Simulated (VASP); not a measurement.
Sn3Te:

```
Te Sn
1.0
     4.76630    0.00000    0.00000
     0.00000    4.76630    0.00000
     0.00000    0.00000    4.76630
Te Sn
1 3
Direct
  0.00000 0.00000 0.00000
  0.00000 0.50000 0.50000
  0.50000 0.00000 0.50000
  0.50000 0.50000 0.00000
```

Base run:

* Program: VASP 6.6.1
* Functional: PBE
* Potentials or basis: VASP PAW PBE potentials, release 64 (Te, Sn_d)
* Cutoff: 520 eV
* k mesh: 6 × 6 × 6
* Occupations: fermi-dirac, width 0.05 eV
* Spin: no spin polarisation

Its results: band gap on the k mesh zero (band 24 reaches 11.49 eV, above the bottom of band 25 at 7.91 eV); pressure 3.4 GPa.

**Question.** After a change of settings the same cell gave: band gap on the k mesh zero (band 24 reaches 11.33 eV, above the bottom of band 25 at 7.73 eV); pressure 0.5 GPa. Which change was it?
A. functional from PBE to LDA; potentials or basis from VASP PAW PBE potentials, release 64 (Te, Sn_d) to VASP PAW LDA potentials, release 64 (Te, Sn_d)
B. functional from PBE to PBEsol; further incar settings from ALGO = Normal; EDIFF = 1e-06; NBANDS = 32 to ALGO = Fast; EDIFF = 1e-06; NBANDS = 32
C. functional from PBE to r2SCAN

**Answer.** B.

Caveats: spin-orbit coupling is left out, which moves the levels of the heavy elements; the PAW data sets were made with another functional, which shifts forces and pressure a little (some runs).
